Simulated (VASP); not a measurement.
Set up this calculation in VASP 6.6.1, as the native input.

* Task: single point
* Functional: PBE
* Potentials or basis: VASP PAW PBE potentials, release 64 (Al, In_d, Sb)
* Cutoff: 520 eV
* k mesh: 4 × 4 × 1
* Occupations: gaussian, width 0.1 eV
* Spin: no spin polarisation
* Dipole correction: no
* Further INCAR settings: ALGO = Normal; EDIFF = 1e-06; NBANDS = 31

The structure of Al3InSb4 lies in POSCAR:

```
Al3InSb4
1.0
    4.4725159000      0.0000000000      0.0000000000
    0.0000000000      4.4725159000      0.0000000000
    0.0000000000      0.0000000000     12.6405638000
Al In Sb
3 1 4
Direct
    0.0000000000      0.0000000000      0.2575320000
    0.5000000000      0.5000000000      0.5000000000
    0.0000000000      0.0000000000      0.7424680000
    0.5000000000      0.5000000000      0.0000000000
    0.5000000000      0.0000000000      0.8622030000
    0.0000000000      0.5000000000      0.1377970000
    0.5000000000      0.0000000000      0.3788230000
    0.0000000000      0.5000000000      0.6211770000
```

One way to write it, as run:

INCAR

```
PREC = Accurate
ENCUT = 520
EDIFF = 1E-6
ISMEAR = 0
SIGMA = 0.1
LREAL = False
LASPH = True
NELM = 100
ALGO = Normal
ISIF = 2
LWAVE = False
LCHARG = False
GGA = PE
NBANDS = 31
```

KPOINTS

```
Automatic mesh
0
Gamma
  4 4 1
```

Potentials or basis: VASP PAW PBE potentials, release 64 (Al, In_d, Sb).

Run with:

```bash
$ cat potpaw_PBE.64/Al/POTCAR potpaw_PBE.64/In_d/POTCAR potpaw_PBE.64/Sb/POTCAR > POTCAR
$ mpirun -np 1 vasp_std > vasp.out
```

It gave:

* Pressure: 0.1 GPa
* Largest force: 0.009 eV/Å
* Band gap on the k mesh: 0.72 eV

Caveat: the k points lie up to 0.50 Å⁻¹ apart; spin-orbit coupling is left out, which moves the levels of the heavy elements; an odd mesh through Γ misses points on the zone boundary, where band edges can lie.

Wall time 110 s on 1 thread of Intel Xeon 8259CL (shared host), peak memory 0.36 GiB.
